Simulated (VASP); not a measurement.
# Li: single point with PBEsol

Li:

```
Li
1.0
     3.04563    0.00000    0.00000
    -1.52281    2.63759    0.00000
     0.00000    0.00000    5.02674
Li
2
Cartesian
  0.0000 1.7584 1.2567
  1.5228 0.8792 3.7701
```

This isn't the form of Li at room conditions, which is bcc.

```json
{
  "Program": "VASP 6.6.1",
  "Task": "single point",
  "Functional": "PBEsol",
  "Potentials or basis": "VASP PAW PBE potentials, release 64 (Li_sv)",
  "Cutoff": "520 eV",
  "k mesh": "18 × 18 × 8",
  "Occupations": "gaussian, width 0.1 eV",
  "Spin": "no spin polarisation"
}
```

```json
{"Band gap on the k mesh": "zero (bands 3 and 4 overlap by 4.66 eV)"}
```

Levels at points of the mesh, in eV from the Fermi level:
```csv
k point,band 1,band 2,band 3,band 4,band 5,band 6,band 7
"(0.00, 0.00, 0.00)",-45.91,-45.89,-3.56,-0.08,2.86,12.63,12.63
"(0.50, 0.00, 0.00)",-45.89,-45.88,-0.07,1.06,4.68,5.82,6.22
"(0.00, 0.00, 0.50)",-45.90,-45.90,-2.47,-2.47,7.84,7.84,13.52
"(0.50, 0.00, 0.50)",-45.89,-45.89,0.69,0.69,3.53,3.53,9.92
```

Wall time 63 s on 1 thread of Intel Xeon 8259CL (shared host), peak memory 0.19 GiB.
